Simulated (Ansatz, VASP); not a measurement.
**Ge in VASP and in Ansatz**

```xyz
2
Lattice="0.0000 2.8117 2.8117 2.8117 0.0000 2.8117 2.8117 2.8117 0.0000" Properties=species:S:1:pos:R:3 pbc="T T T"
Ge    2.8117    2.8117    2.8117
Ge    4.2175    4.2175    4.2175
```

Alike in both runs: functional LDA; k mesh 12 × 12 × 12; occupations fermi-dirac, width 0.15 eV; no spin polarisation.

Ansatz relaxed the structure, and its values are those at the end. VASP's run is a single point on that final structure, the one shown.

|  | VASP | Ansatz |
| --- | --- | --- |
| version | VASP 6.6.1 | Ansatz 0.2.0 |
| potentials or method | VASP PAW LDA potentials, release 64 (Ge_d), cutoff 500 eV | scalar-relativistic, plane waves, PAW |
| valence electrons in the cell | 28 | 28 |

```csv
,VASP,Ansatz,Ansatz less VASP
pressure (GPa),0.2,0.0,-0.19
```

Ansatz warns that its potentials were made for another functional, while VASP's fit it. LDA's correlation is that of Perdew and Zunger in VASP and of Perdew and Wang (1992) in Ansatz.
